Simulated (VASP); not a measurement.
# Si (R-3m) in VASP: notebook

The runs below take Si through relaxation of the atoms, with PBEsol.

Program: VASP 6.6.1. These are calculated values, not measurements. Logs are shortened: lines on timing, memory, paths and dates and some standing lists are left out, and cuts for length are marked.

### 1 The cell of the first run

It takes space group R-3m (No. 166, trigonal). The conventional cell has a = 3.828 Å, b = 3.828 Å, c = 9.600 Å, α = 90.00°, β = 90.00°, γ = 120.00°. Si (site symmetry 3m) has 4 Si at 2.36 to 2.38 Å within 3.1 Å.

### 2 Relaxation of the atoms, PBEsol (strained cell)

INCAR reads:

```
ALGO = Normal ; EDIFF = 1E-7
EDIFFG = -0.002 ; ENCUT = 450
GGA = PS ; GGA_COMPAT = F
IBRION = 2 ; ISIF = 2
ISMEAR = 0 ; LASPH = T
LCHARG = F ; LREAL = F
LWAVE = F ; NELM = 120
NELMIN = 4 ; NSW = 60
PREC = Accurate ; SIGMA = 0.02
```

KPOINTS reads:

```
k-points
0
Gamma
  9 9 9
```

POSCAR reads:

```
Si
1.0
    0.0427765645      2.7497787567      2.7497787567
    2.7497787567      0.0427765645      2.7497787567
    2.7497787567      2.7497787567      0.0427765645
Si
2
Direct
    0.0009418234      0.0009418234      0.0009418234
    0.2490581766      0.2490581766      0.2490581766
```

Potentials or basis: VASP PAW PBE potentials, release 64 (Si).

Started as:

```sh
cat potpaw_PBE.64/Si/POTCAR > POTCAR
mpirun -np 1 vasp_std > vasp.out
```

OUTCAR:

```text
EDIFF = 1E-7
   EDIFFG = -0.002
   ENCUT = 450
   GGA = PS
   IBRION = 2
   ISIF = 2
   ISMEAR = 0
   LASPH = T
   LREAL = F
   NELM = 120
   NELMIN = 4
   NSW = 60
   PREC = Accurate

 ion  position               nearest neighbor table
   1  0.001  0.001  0.001-   2 2.36   2 2.36   2 2.36   2 2.38
   2  0.249  0.249  0.249-   1 2.36   1 2.36   1 2.36   1 2.38

  LATTYP: Found a trigonal (rhomboedric) cell.
 ALAT       =     3.8890096755
 COS(alpha) =     0.5154939910

  Lattice vectors:

 A1 = (   0.0427765645,   2.7497787567,   2.7497787567)
 A2 = (   2.7497787567,   0.0427765645,   2.7497787567)
 A3 = (   2.7497787567,   2.7497787567,   0.0427765645)

Analysis of symmetry for initial positions (statically):
=====================================================================
 Subroutine PRICEL returns:
 Original cell was already a primitive cell.

 Routine SETGRP: Setting up the symmetry group for a
 trigonal (rhombohedral) supercell.

 Subroutine GETGRP returns: Found 12 space group operations
 (whereof  6 operations were pure point group operations)
 out of a pool of 12 trial point group operations.

The static configuration has the point symmetry C_3v.
 The point group associated with its full space group is D_3d.

Analysis of symmetry for dynamics (positions and initial velocities):
=====================================================================
 Subroutine PRICEL returns:
 Original cell was already a primitive cell.

 Routine SETGRP: Setting up the symmetry group for a
 trigonal (rhombohedral) supercell.

 Subroutine GETGRP returns: Found 12 space group operations
 (whereof  6 operations were pure point group operations)
 out of a pool of 12 trial point group operations.

The dynamic configuration has the point symmetry C_3v.
 The point group associated with its full space group is D_3d.

 Subroutine INISYM returns: Found 12 space group operations
 (whereof  6 operations are pure point group operations),
 and found     1 'primitive' translations

----------------------------------------------------------------------------------------

                                     Primitive cell

  volume of cell :      40.6135

  direct lattice vectors                    reciprocal lattice vectors
     0.042776565  2.749778757  2.749778757    -0.186131757  0.183280578  0.183280578
     2.749778757  0.042776565  2.749778757     0.183280578 -0.186131757  0.183280578
     2.749778757  2.749778757  0.042776565     0.183280578  0.183280578 -0.186131757

  length of vectors
     3.889009675  3.889009675  3.889009675     0.319105893  0.319105893  0.319105893

  position of ions in fractional coordinates (direct lattice)
     0.000941823  0.000941823  0.000941823
     0.249058177  0.249058177  0.249058177

  ion indices of the primitive-cell ions
   primitive index   ion index
                 1           1
                 2           2

----------------------------------------------------------------------------------------

 KPOINTS: k-points

Automatic generation of k-mesh.
 Grid dimensions read from file:
 generate k-points for:    9    9    9

 Generating k-lattice:

  Cartesian coordinates                     Fractional coordinates (reciprocal lattice)
    -0.020681306  0.020364509  0.020364509     0.111111111  0.000000000 -0.000000000
     0.020364509 -0.020681306  0.020364509     0.000000000  0.111111111 -0.000000000
     0.020364509  0.020364509 -0.020681306     0.000000000  0.000000000  0.111111111

  Length of vectors
     0.035456210  0.035456210  0.035456210

  Shift w.r.t. Gamma in fractional coordinates (k-lattice)
     0.000000000  0.000000000  0.000000000

 Subroutine IBZKPT returns following result:
 ===========================================

 Found     85 irreducible k-points:

 Following reciprocal coordinates:
            Coordinates               Weight
  0.000000  0.000000  0.000000      1.000000
  0.111111 -0.000000  0.000000      6.000000
  0.222222  0.000000  0.000000      6.000000
  0.333333  0.000000  0.000000      6.000000
  0.444444  0.000000  0.000000      6.000000
  0.111111  0.111111 -0.000000      6.000000
[... 16 lines left out ...]
 -0.333333  0.333333  0.000000      6.000000
  0.444444  0.444444 -0.000000      6.000000
 [... further k-points ...]
   k-points           NKPTS =     85   k-points in BZ     NKDIM =     85   number of bands    NBANDS=      8
   number of dos      NEDOS =    301   number of ions     NIONS =      2
   total plane-waves  NPLWV =  21952
   dimension x,y,z NGX =    28 NGY =   28 NGZ =   28
   dimension x,y,z NGXF=    56 NGYF=   56 NGZF=   56
   ions per type =               2
   NGX,Y,Z   is equivalent  to a cutoff of  11.97, 11.97, 11.97 a.u.
   NGXF,Y,Z  is equivalent  to a cutoff of  23.94, 23.94, 23.94 a.u.
 SYSTEM =  unknown system
   PREC   = accura    normal or accurate (medium, high low for compatibility)
   ISTART =      0    job   : 0-new  1-cont  2-samecut
   ICHARG =      2    charge: 1-file 2-atom 10-const
   ISPIN  =      1    spin polarized calculation?
   LNONCOLLINEAR =      F non collinear calculations
   LSORBIT =      F    spin-orbit coupling
   LASPH  =      T    aspherical Exc in radial PAW
   ENCUT  =  450.0 eV  33.07 Ry    5.75 a.u.   6.73  6.73  6.73*2*pi/ulx,y,z
   NELM   =    120;   NELMIN=  4; NELMDL= -5     # of ELM steps
   EDIFF  = 0.1E-06   stopping-criterion for ELM
   LREAL  =      F    real-space projection
   EDIFFG = -.2E-02   stopping-criterion for IOM
   NSW    =     60    number of steps for IOM
   IBRION =      2    ionic relax: 0-MD 1-quasi-New 2-CG
   NFREE  =      1    steps in history (QN), initial steepest desc. (CG)
   ISIF   =      2    stress and relaxation
   ISYM   =      2    0-nonsym 1-usesym 2-fastsym
   POTIM  = 0.5000    time-step for ionic-motion
   TEBEG  =    0.0;   TEEND  =   0.0 temperature during run
   PSTRESS=    0.0 pullay stress
   NELECT =       8.0000    total number of electrons
   NUPDOWN=      -1.0000    fix difference up-down
   EMIN   =  10.00;   EMAX   =-10.00  energy-range for DOS
   EFERMI =   0.00;   METHOD = LEGACY
   ISMEAR =     0;   SIGMA  =   0.02  broadening in eV -4-tet -1-fermi 0-gaus
   EFERMI_NEDOS =   21; number of points for ismear=-14 and -15
   IALGO  =     38    algorithm
   IMIX   =      4    mixing-type and parameters
     AMIX     =   0.40;   BMIX     =  1.00
     AMIX_MAG =   1.60;   BMIX_MAG =  1.00
  volume/ion in A,a.u.               =      20.31       137.04
  Fermi-wavevector in a.u.,A,eV,Ry     =   0.952536  1.800033 12.344911  0.907325
  Thomas-Fermi vector in A             =   2.081108
   LORBIT       =      0    0 simple, 1 ext, 2 COOP (PROOUT), +10 PAW based schemes
   GGA     = PS    functional components
   LHFCALC =     F    Hartree Fock is set to
   AEXX    =    0.0000 exact exchange contribution
   IVDW    =     0    specifies the selected vdW correction
   LEPSILON=     F    determine dielectric tensor
   LRPA    =     F    only Hartree local field effects (RPA)
 conjugate gradient relaxation of ions
 non-spin polarized calculation
 Gauss-broadening in eV      SIGMA  =   0.02
  energy-cutoff  :      450.00
  volume of cell :       40.61
 maximum number of plane-waves:       905
   NGX = 13   NGY = 13   NGZ = 13

--------------------------------------- Ionic step        1  -------------------------------------------

 number of electron       8.0000000 magnetization

 Free energy of the ion-electron system (eV)
  ---------------------------------------------------
  ext. energy  EPLUGINS =         0.00000000
  ---------------------------------------------------
  free energy    TOTEN  =       -11.48349412 eV

  energy without entropy =      -11.48349412  energy(sigma->0) =      -11.48349412

------------------------ aborting loop because EDIFF is reached ----------------------------------------

  FORCE on cell =-STRESS in cart. coord.  units (eV):
  Direction    XX          YY          ZZ          XY          YZ          ZX
  --------------------------------------------------------------------------------------
  -------------------------------------------------------------------------------------
  Total       -0.2643096     -0.2643096     -0.2643096     -0.2965962     -0.2965962     -0.2965962
  in kB      -10.4268607    -10.4268607    -10.4268607    -11.7005481    -11.7005481    -11.7005481
  external PRESSURE =     -10.4268607 kB  Pullay stress =       0.0000000 kB
[... 57 lines left out ...]
  energy  without entropy=      -11.4834973666  energy(sigma->0) =      -11.48349737

--------------------------------------- Ionic step        3  -------------------------------------------

 number of electron       8.0000000 magnetization

 Free energy of the ion-electron system (eV)
  ---------------------------------------------------
  ext. energy  EPLUGINS =         0.00000000
  ---------------------------------------------------
  free energy    TOTEN  =       -11.48349753 eV

  energy without entropy =      -11.48349753  energy(sigma->0) =      -11.48349753

 E-fermi :   5.8382     XC(G=0):  -9.4994

 val. band max:        5.7221128660   @ k =   0.0000   0.0000   0.0000
 cond. band min:       6.1114411902   @ k =   0.4444   0.4444  -0.0000
 fundamental gap:      0.3893283243
 Fermi energy:         5.8381775615

 k-point     1 :       0.0000    0.0000    0.0000
  band No.  band energies     occupation
      1      -6.2449      2.00000
      2       5.5038      2.00000
      3       5.7221      2.00000
      4       5.7221      2.00000
      5       7.9052      0.00000
      6       8.2499      0.00000
      7       8.2499      0.00000
      8       8.8939      0.00000
[... 243 lines left out ...]
 k-point    24 :       0.4444    0.4444   -0.0000
  band No.  band energies     occupation
      1      -2.9534      2.00000
      2      -1.2513      2.00000
      3       2.7622      2.00000
      4       2.9611      2.00000
      5       6.1114      0.00000
      6       6.5655      0.00000
      7      14.8261      0.00000
      8      14.8564      0.00000

 [... further k-points ...]

------------------------ aborting loop because EDIFF is reached ----------------------------------------

  FORCE on cell =-STRESS in cart. coord.  units (eV):
  Direction    XX          YY          ZZ          XY          YZ          ZX
  --------------------------------------------------------------------------------------
  -------------------------------------------------------------------------------------
  Total       -0.2649017     -0.2649017     -0.2649017     -0.2931360     -0.2931360     -0.2931360
  in kB      -10.4502205    -10.4502205    -10.4502205    -11.5640456    -11.5640456    -11.5640456
  external PRESSURE =     -10.4502205 kB  Pullay stress =       0.0000000 kB
[... 17 lines left out ...]
  FREE ENERGIE OF THE ION-ELECTRON SYSTEM (eV)
  ---------------------------------------------------
  free  energy   TOTEN  =       -11.4834975259 eV

  energy  without entropy=      -11.4834975259  energy(sigma->0) =      -11.48349753

 reached required accuracy - stopping structural energy minimisation
```

Wall time 64 s (1 thread of Intel Xeon 8259CL, shared host); peak memory 0.15 GiB.

Results:

```yaml
Free_energy: -11.4835 eV
Energy_gained_by_relaxing: 0.0 meV/atom
Ionic_steps: 3
Pressure_after_relaxing: -1.0 GPa
Band_gap_on_the_k_mesh: 0.39 eV (least direct gap 2.18 eV)
```

Final structure:
```
CELL_PARAMETERS angstrom
0.04278 2.74978 2.74978
2.74978 0.04278 2.74978
2.74978 2.74978 0.04278
ATOMIC_POSITIONS crystal
Si 0.00098 0.00098 0.00098
Si 0.24902 0.24902 0.24902
```

Caveat: the cell differs from its parent crystal (strained cell); the PAW data sets were made with another functional, which shifts forces and pressure a little. A k mesh can miss the band edges.

### 3 Relaxation of the atoms, PBEsol (strained cell)

INCAR reads:

```
SYSTEM = Si
PREC     = Accurate       ! precision mode
ENCUT    = 450            ! plane-wave cutoff, eV
EDIFF    = 1E-7           ! SCF threshold, eV
ISMEAR   = 0              ! smearing method
SIGMA    = 0.02           ! smearing width, eV
LREAL    = .False.        ! projectors in reciprocal space
LASPH    = .True.         ! aspherical terms in the spheres
NELM     = 120            ! most SCF steps
ALGO     = Normal         ! electronic algorithm
ISIF     = 2              ! what is computed and relaxed
LWAVE    = .False.        ! write WAVECAR
LCHARG   = .False.        ! write CHGCAR
GGA      = PS             ! functional
IBRION   = 2              ! ionic algorithm
NSW      = 60             ! ionic steps
EDIFFG   = -0.002         ! ionic threshold
GGA_COMPAT= .False.      
NELMIN   = 4
```

KPOINTS reads:

```
Automatic mesh
0
Gamma
  9 9 9
  0 0 0
```

POSCAR reads:

```
Si
1.0
    0.0414401690      2.7504469544      2.7504469544
    2.7504469544      0.0414401690      2.7504469544
    2.7504469544      2.7504469544      0.0414401690
Si
2
Direct
    0.0010424718      0.0010424718      0.0010424718
    0.2489575282      0.2489575282      0.2489575282
```

Potentials or basis: VASP PAW PBE potentials, release 64 (Si).

Started as:

```sh
cat potpaw_PBE.64/Si/POTCAR > POTCAR
mpirun -np 1 vasp_std > vasp.out
```

Run time: 68 s. Hardware: 1 thread of Intel Xeon 8259CL, shared host; peak memory 0.16 GiB.

It converged, with:

```
Free energy               : -11.4835 eV
Energy gained by relaxing : 0.0 meV/atom
Ionic steps               : 3
Pressure after relaxing   : -1.2 GPa
Band gap on the k mesh    : 0.40 eV (least direct gap 2.19 eV)
```

Stress tensor (GPa, compression positive):
```
-1.18 -1.12 -1.12
-1.12 -1.18 -1.12
-1.12 -1.12 -1.18
```

Final structure:
```
Si
1.0
     0.04144    2.75045    2.75045
     2.75045    0.04144    2.75045
     2.75045    2.75045    0.04144
Si
2
Direct
  0.00095 0.00095 0.00095
  0.24905 0.24905 0.24905
```

Levels at points of the mesh, in eV from the valence-band top:
| k point | band 1 | band 2 | band 3 | band 4 | band 5 | band 6 | band 7 | band 8 |
| --- | --- | --- | --- | --- | --- | --- | --- | --- |
| (0.00, 0.00, 0.00) | -11.95 | -0.21 | 0.00 | 0.00 | 2.19 | 2.53 | 2.53 | 3.15 |

Caveat: the cell differs from its parent crystal (strained cell); the PAW data sets were made with another functional, which shifts forces and pressure a little. A k mesh can miss the band edges.
